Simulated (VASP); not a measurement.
Here is a VASP 6.6.1 calculation.

INCAR

```
SYSTEM = InP
PREC = Accurate
ENCUT = 520
EDIFF = 1E-6
ISMEAR = -1
SIGMA = 0.1
LREAL = .FALSE.
LASPH = .TRUE.
NELM = 60
ALGO = Normal
ISIF = 2
LWAVE = .FALSE.
LCHARG = .TRUE.
GGA = PS
LELF = .TRUE.
LVHAR = .TRUE.
NBANDS = 16
```

KPOINTS

```
regular mesh
0
G
  12 12 12
  0 0 0
```

The input POSCAR:

```
InP
1.0
    0.0000000000      2.5333235110      2.5333235110
    2.5333235110      0.0000000000      2.5333235110
    2.5333235110      2.5333235110      0.0000000000
In P
1 1
Direct
    0.0000000000      0.0000000000      0.0000000000
    0.2500000000      0.2500000000      0.2500000000
```

Potentials or basis: VASP PAW PBE potentials, release 64 (In_d, P).

The run is started by

```bash
$ cat potpaw_PBE.64/In_d/POTCAR potpaw_PBE.64/P/POTCAR > POTCAR
$ mpirun -np 1 vasp_std > vasp.out
```

(1) What does it give for the band gap on the k mesh?

(2) What does it give for the pressure?

Answers

(1) 0.57 eV, indirect (least direct gap 2.54 eV).

(2) 79.8 GPa.

Caveat: the PAW data sets were made with another functional, which shifts forces and pressure a little; spin-orbit coupling is left out, which moves the levels of the heavy elements.
